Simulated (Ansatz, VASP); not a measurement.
## ScTe2: VASP beside Ansatz

File INCAR:

```
SYSTEM = ScTe2
PREC = Accurate
ENCUT = 520
EDIFF = 1E-6
ISMEAR = 0
SIGMA = 0.05
LREAL = .FALSE.
LASPH = .TRUE.
NELM = 150
ALGO = Normal
ISIF = 2
LWAVE = .FALSE.
LCHARG = .FALSE.
MAGMOM = 0 0 0 0 0 0 0 0 0
LORBIT = 11
LSORBIT = .TRUE.
GGA_COMPAT = .FALSE.
LORBMOM = .TRUE.
LMAXMIX = 4
GGA = PE
NBANDS = 36
```

KPOINTS

```
Automatic mesh
0
G
  8 8 8
  0 0 0
```

File POSCAR:

```
ScTe2
1.0
    0.0000000000      3.5627719815      3.5627719815
    3.5627719815      0.0000000000      3.5627719815
    3.5627719815      3.5627719815      0.0000000000
Sc Te
1 2
Direct
    0.0000000000      0.0000000000      0.0000000000
    0.2500000000      0.2500000000      0.2500000000
    0.7500000000      0.7500000000      0.7500000000
```

Input for Ansatz:

```yaml
crystal:
  lattice:
    - [0.0, 3.5627719815, 3.5627719815]
    - [3.5627719815, 0.0, 3.5627719815]
    - [3.5627719815, 3.5627719815, 0.0]
  atoms:
    - { symbol: Sc, position: [0.0, 0.0, 0.0] }
    - { symbol: Te, position: [0.25, 0.25, 0.25] }
    - { symbol: Te, position: [0.75, 0.75, 0.75] }
basis:
  ecutwfc: 420
  ecutrho_ratio: 4
kpoints:
  mp_grid: { grid: [8, 8, 8] }
hamiltonian:
  xc: pbe
scf:
  occupations: { method: gaussian, width: 0.05 }
output:
  forces: true
  stress: true
  eigenvalues: true
  populations: true
  dos: { projected: true, de: 0.02 }
  write_density: true
  write_potential: true
  elf: true
  volumetric_format: npy
magnetization:
  noncollinear: true
  spin_orbit: true
```

Alike in both runs: task single point; functional PBE; k mesh 8 × 8 × 8; occupations gaussian, width 0.05 eV; non-collinear spin, spin-orbit coupling.

|  | VASP | Ansatz |
| --- | --- | --- |
| version | VASP 6.6.1 | Ansatz 0.2.0 |
| potentials or method | VASP PAW PBE potentials, release 64 (Sc_sv, Te), cutoff 520 eV | plane waves, PAW |
| valence electrons in the cell | 23 | 43 |

```tsv
	VASP	Ansatz	Ansatz less VASP
pressure (GPa)	0.1	0.1	-0.07
net moment per atom (μB)	0.00	0.00	0.000
```

With one functional, cell and mesh, what is left measures potentials, basis and numerics. VASP's potentials hold 23 valence electrons a cell and Ansatz's 43, so a difference there can come from the potentials and not from the codes.
